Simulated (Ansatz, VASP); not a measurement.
## Two plane-wave programs on NbAs

```
Nb As
1.0
     3.43443    0.00000    0.00000
    -1.71722    2.97431    0.00000
     0.00000    0.00000    3.47841
Nb As
1 1
Direct
  0.00000 0.00000 0.00000
  0.33333 0.66667 0.50000
```

Alike in both runs: task single point; functional PBE; k mesh 6 × 6 × 6; occupations gaussian, width 0.1 eV; collinear spin.

|  | VASP | Ansatz |
| --- | --- | --- |
| version | VASP 6.6.1 | Ansatz 0.2.0 |
| potentials or method | VASP PAW PBE potentials, release 64 (Nb_sv, As), cutoff 500 eV | scalar-relativistic, plane waves, PAW |
| valence electrons in the cell | 18 | 28 |

```tsv
	VASP	Ansatz	Ansatz less VASP
gap on the k mesh at the Fermi level (eV)	none	none	-
pressure (GPa)	-0.2	-0.2	+0.02
traceless stress, the component that is largest in VASP (GPa)	-0.10	-0.14	-0.039
net moment per atom (μB)	0.00	0.00	0.000
```

A gap of «none» marks a metal or a gap that the smearing closes. With one functional, cell and mesh, what is left measures potentials, basis and numerics. VASP's potentials hold 18 valence electrons a cell and Ansatz's 28, so a difference there can come from the potentials and not from the codes. Ansatz's warnings: seeded moment not kept.
